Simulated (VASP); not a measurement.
Crystal: Al2Cu.

```xyz
3
Lattice="4.1052 0.0000 0.0000 0.0000 4.1052 0.0000 0.0000 0.0000 2.8913" Properties=species:S:1:pos:R:3 pbc="T T T"
Al    2.0526    0.0000    1.4457
Al    0.0000    2.0526    1.4457
Cu    0.0000    0.0000    0.0000
```

Base run:

```yaml
Program: VASP 6.6.1
Functional: PBE
Potentials_or_basis: VASP PAW PBE potentials, release 64 (Al, Cu)
Cutoff: 520 eV
k_mesh: 10 × 10 × 14
Occupations: gaussian, width 0.1 eV
Spin: no spin polarisation
```

Its results: pressure 0.6 GPa.

Problem. After a change of settings the same cell gave: pressure 1.4 GPa. Which change was it?
A. occupations from gaussian, width 0.1 eV to gaussian, width 0.02 eV
B. k mesh from 10 × 10 × 14 to 2 × 2 × 4
C. k mesh from 10 × 10 × 14 to 1 × 1 × 1
D. k mesh from 10 × 10 × 14 to 6 × 6 × 6; further incar settings from ALGO = Normal; EDIFF = 1e-06; NBANDS = 16 to ALGO = Fast; EDIFF = 1e-06; NBANDS = 16

Solution. C.

Caveats: some runs use coarse meshes.
